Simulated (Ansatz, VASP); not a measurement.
**One calculation of C, two programs**

INCAR

```
PREC = Accurate
ENCUT = 1300
EDIFF = 1E-6
ISMEAR = 0
SIGMA = 0.01
LREAL = F
LASPH = T
NELM = 120
ALGO = Normal
ISIF = 2
LWAVE = F
LCHARG = F
NBANDS = 16
GGA_COMPAT = F
```

Contents of KPOINTS:

```
Automatic mesh
0
Gamma
  9 9 6
```

File POSCAR:

```
C
1.0
    2.4830358874      0.0000000000      0.0000000000
   -1.2415179437      2.1503721570      0.0000000000
    0.0000000000      0.0000000000      4.1358820514
C
4
Direct
    0.3333333333      0.6666666667     -0.0001691602
    0.6666666667      0.3333333333      0.4998308398
    0.3333333333      0.6666666667      0.3741691602
    0.6666666667      0.3333333333      0.8741691602
```

Input for Ansatz:

```yaml
crystal:
  lattice:
    - [2.4830358874, 0.0, 0.0]
    - [-1.2415179437, 2.150372157, 0.0]
    - [0.0, 0.0, 4.1358820514]
  atoms:
    - { symbol: C, position: [0.3333333333, 0.6666666667, -0.0001691602] }
    - { symbol: C, position: [0.6666666667, 0.3333333333, 0.4998308398] }
    - { symbol: C, position: [0.3333333333, 0.6666666667, 0.3741691602] }
    - { symbol: C, position: [0.6666666667, 0.3333333333, 0.8741691602] }
basis:
  ecutwfc: 420
kpoints:
  mp_grid: { grid: [9, 9, 6] }
  band_path:
    path:
      - [0.0, 0.0, 0.0]
      - [0.0, 0.0, 0.0]
      - [0.5, 0.0, 0.0]
      - [0.5, 0.0, 0.0]
      - [0.3333333333, 0.3333333333, 0.0]
      - [0.0, 0.0, 0.5]
      - [0.0047422492, -0.0023711246, 0.0]
      - [-0.0047422492, 0.0023711246, 0.0]
      - [0.0, 0.0, 0.0078989529]
      - [0.0, 0.0, -0.0078989529]
      - [0.0047422492, -0.0023711246, 0.0]
      - [-0.0047422492, 0.0023711246, 0.0]
      - [0.0, 0.0, 0.0078989529]
      - [0.0, 0.0, -0.0078989529]
    npoints: 1
hamiltonian:
  xc: lda
  pseudopotentials: { kind: paw, azcp: { folder: soft_1 } }
scf:
  occupations: { method: fixed }
  n_extra_bands: 6
output:
  forces: true
  stress: true
  eigenvalues: true
```

Alike in both runs: task single point; functional LDA; k mesh 9 × 9 × 6; no spin polarisation.

|  | VASP | Ansatz |
| --- | --- | --- |
| version | VASP 6.6.1 | Ansatz 0.2.0 |
| potentials or method | VASP PAW LDA potentials, release 64 (C_h), cutoff 1300 eV | scalar-relativistic, plane waves, PAW |
| occupations | gaussian, width 0.01 eV | fixed |
| valence electrons in the cell | 16 | 16 |

VASP gave:

| Quantity | Value |
| --- | --- |
| gap on the k mesh at the Fermi level (eV) | 3.01 |
| least direct gap on the mesh (eV) | 4.97 |
| pressure (GPa) | 1.0 |

Problem. Which values does Ansatz return?

Solution. gap on the k mesh at the Fermi level (eV): 3.03; least direct gap on the mesh (eV): 4.97; pressure (GPa): 0.0.

Ansatz warns that its potentials were made for another functional, while VASP's fit it. LDA's correlation is that of Perdew and Zunger in VASP and of Perdew and Wang (1992) in Ansatz.
